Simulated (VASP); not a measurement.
# In3S2: relaxation of cell and atoms with PBE

Crystal: In3S2.

```xyz
5
Lattice="4.9791 0.0000 0.0000 0.0000 4.9791 0.0000 0.0000 0.0000 5.8585" Properties=species:S:1:pos:R:3 pbc="T T T"
In    0.0000    0.0000    0.0000
In    0.0000    0.0000    2.9292
In    2.4895    2.4895    2.9292
S     2.4895    2.4895    1.0042
S     2.4895    2.4895    4.8543
```

The cell was built from a structure type or drawn by symmetry, and may not be a known phase.

```json
{"Program": "VASP 6.6.1", "Task": "relaxation of cell and atoms", "Functional": "PBE", "Potentials or basis": "VASP PAW PBE potentials, release 64 (In_d, S)", "Cutoff": "600 eV", "k mesh": "4 × 4 × 4", "Occupations": "gaussian, width 0.1 eV", "Spin": "no spin polarisation", "Dipole correction": "no", "Further INCAR settings": "ALGO = Normal; EDIFF = 1e-06; IBRION = 2; EDIFFG = -0.04; NSW = 90; ISIF = 3"}
```

```json
{
 "Relaxed volume": "28.62 Å³/atom",
 "Relaxed cell": "a = 4.376 Å, b = 4.376 Å, c = 7.475 Å, α = 90.00°, β = 90.00°, γ = 90.00°",
 "Space group after relaxing (to 0.1 Å)": "P4/mmm (No. 123)",
 "Energy gained by relaxing": "1320.0 meV/atom",
 "Ionic steps": "17",
 "Pressure after relaxing": "-0.1 GPa",
 "Largest force after relaxing": "0.030 eV/Å",
 "Band gap on the k mesh": "zero (an odd number of electrons rules out a gap without spin polarisation)"
}
```

Forces on the atoms (eV/Å):
```
In   0.000  0.000  0.000
In   0.000  0.000  0.000
In   0.000  0.000  0.000
S    0.000  0.000  0.030
S    0.000  0.000 -0.030
```

Stress tensor (GPa, compression positive):
```
-0.19  0.00  0.00
 0.00 -0.19  0.00
 0.00  0.00 -0.03
```

Step by step:
| step | energy change (eV) | largest force (eV/Å) | pressure (GPa) | volume (Å³) |
| --- | --- | --- | --- | --- |
| 1 | 0.0000 | 8.6545 | 22.89 | 145.24 |
| 2 | -4.8352 | 3.4460 | -1.37 | 231.72 |
| 3 | -4.8599 | 3.4061 | -1.41 | 230.34 |
| 4 | -4.8904 | 3.3619 | -1.45 | 228.65 |
| 5 | -5.5086 | 4.3253 | -0.41 | 187.12 |
| 6 | -5.7333 | 0.5845 | -4.59 | 188.48 |
| 7 | -5.9545 | 0.2652 | -3.42 | 187.97 |
| 8 | -5.9554 | 0.1971 | -3.36 | 187.95 |
| 9 | -6.2802 | 0.1074 | -2.78 | 171.62 |
| 10 | -6.5538 | 0.0886 | -1.34 | 151.75 |
| 11 | -6.1547 | 1.0787 | 8.39 | 116.41 |
| 12 | -6.5882 | 0.1656 | -0.33 | 144.86 |
| 13 | -6.5890 | 0.1808 | -0.08 | 143.48 |
| 14 | -6.5956 | 0.1655 | 0.08 | 142.80 |
| 15 | -6.5966 | 0.1550 | 0.20 | 142.41 |
| 16 | -6.5996 | 0.0512 | -0.04 | 142.93 |
| 17 | -6.5999 | 0.0302 | -0.14 | 143.12 |

Final structure:
```
CELL_PARAMETERS angstrom
4.37554 0.00000 0.00000
0.00000 4.37554 0.00000
0.00000 0.00000 7.47539
ATOMIC_POSITIONS crystal
In 0.00000 0.00000 0.00000
In 0.00000 0.00000 0.50000
In 0.50000 0.50000 0.50000
S 0.50000 0.50000 0.14557
S 0.50000 0.50000 0.85443
```

Levels at points of the mesh, in eV from the Fermi level:
| k point | band 22 | band 23 | band 24 | band 25 | band 26 | band 27 | band 28 | band 29 |
| --- | --- | --- | --- | --- | --- | --- | --- | --- |
| (0.00, 0.00, 0.00) | -3.21 | -0.90 | -0.61 | -0.61 | 0.61 | 0.61 | 0.77 | 0.82 |
| (0.50, 0.00, 0.00) | -2.32 | -2.31 | -0.53 | -0.30 | 0.08 | 1.59 | 1.91 | 2.59 |
| (0.50, 0.50, 0.00) | -2.70 | -1.84 | -1.84 | -1.36 | -1.36 | -1.18 | 0.28 | 0.38 |
| (0.00, 0.00, 0.50) | -3.14 | -1.14 | -1.14 | -1.01 | 1.24 | 1.24 | 1.64 | 2.85 |
| (0.50, 0.00, 0.50) | -2.73 | -1.37 | -0.76 | -0.24 | 1.66 | 1.67 | 2.36 | 2.97 |
| (0.50, 0.50, 0.50) | -3.77 | -3.45 | -2.82 | -2.82 | -0.27 | -0.27 | 2.70 | 2.90 |

It took 31 min on 1 thread of Intel Xeon 8259CL (shared host), peak memory 0.32 GiB.

Caveat: a cell axis changed by over 15 % at a fixed basis, so the end point is rough; spin-orbit coupling is left out, which moves the levels of the heavy elements.
